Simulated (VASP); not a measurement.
Write the native input for VASP 6.6.1 that does the following.

| Quantity | Value |
| --- | --- |
| Task | single point |
| Functional | PBE |
| Potentials or basis | VASP PAW PBE potentials, release 64 (Y_sv, Se) |
| Cutoff | 520 eV |
| k mesh | 8 × 8 × 8 |
| Occupations | tetrahedron |
| Spin | no spin polarisation |
| Dipole correction | no |
| Further INCAR settings | ALGO = Normal; EDIFF = 1e-06; NBANDS = 18 |

The structure of YSe2 lies in POSCAR:

```
YSe2
1.0
    0.0000000000      3.4294106005      3.4294106005
    3.4294106005      0.0000000000      3.4294106005
    3.4294106005      3.4294106005      0.0000000000
Y Se
1 2
Direct
    0.0000000000      0.0000000000      0.0000000000
    0.2500000000      0.2500000000      0.2500000000
    0.7500000000      0.7500000000      0.7500000000
```

These files were run (other wordings do the same):

INCAR

```
SYSTEM = YSe2
  PREC = Accurate
  ENCUT = 520
  EDIFF = 1E-6
  ISMEAR = -5
  SIGMA = 0.1
  LREAL = .False.
  LASPH = .True.
  NELM = 60
  ALGO = Normal
  ISIF = 2
  LWAVE = .False.
  LCHARG = .False.
  GGA = PE
  NBANDS = 18
```

KPOINTS

```
regular mesh
0
Gamma
  8 8 8
  0 0 0
```

Potentials or basis: VASP PAW PBE potentials, release 64 (Y_sv, Se).

Run with:

```sh
$ cat potpaw_PBE.64/Y_sv/POTCAR potpaw_PBE.64/Se/POTCAR > POTCAR
$ mpirun -np 1 vasp_std > vasp.out
```

It gave:

- Pressure: 0.0 GPa
- Band gap on the k mesh: zero (an odd number of electrons rules out a gap without spin polarisation)

Caveat: tetrahedron occupations give inexact forces and stress in metals.

Wall time 19 s on 1 thread of Intel(R) Xeon(R) 6975P-C (Granite Rapids), on a shared host, peak memory 0.22 GiB.
